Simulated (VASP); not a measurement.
Input of a VASP 6.6.1 run:

Contents of INCAR:

```
ALGO = Normal
EDIFF = 1E-6
ENCUT = 520
GGA = CA
ISIF = 2
ISMEAR = -1
LASPH = T
LCHARG = T
LELF = T
LREAL = F
LVHAR = T
LWAVE = F
NBANDS = 23
NELM = 80
PREC = Accurate
SIGMA = 0.02
```

Contents of KPOINTS:

```
k-points
0
Gamma
  6 6 6
```

Contents of POSCAR:

```
CaB6
1.0
    4.0881708228      0.0000000000      0.0000000000
    0.0000000000      4.0881708228      0.0000000000
    0.0000000000      0.0000000000      4.0881708228
Ca B
1 6
Direct
    0.5000000000      0.5000000000      0.5000000000
    0.0000000000      0.0000000000      0.2983974451
    0.0000000000      0.0000000000      0.7016025549
    0.2983974451      0.0000000000      0.0000000000
    0.7016025549      0.0000000000      0.0000000000
    0.0000000000      0.2983974451      0.0000000000
    0.0000000000      0.7016025549      0.0000000000
```

Potentials or basis: VASP PAW LDA potentials, release 64 (Ca_sv, B).

The run is started by

```console
$ cat potpaw_LDA.64/Ca_sv/POTCAR potpaw_LDA.64/B/POTCAR > POTCAR
$ mpirun -np 1 vasp_std > vasp.out
```

(1) Estimate the pressure.

(2) Predict the band gap on the k mesh.

(3) Predict the largest force.

## Answers

(1) 0.3 GPa.

(2) 0.12 eV (least direct gap 0.28 eV).

(3) 0.022 eV/Å.
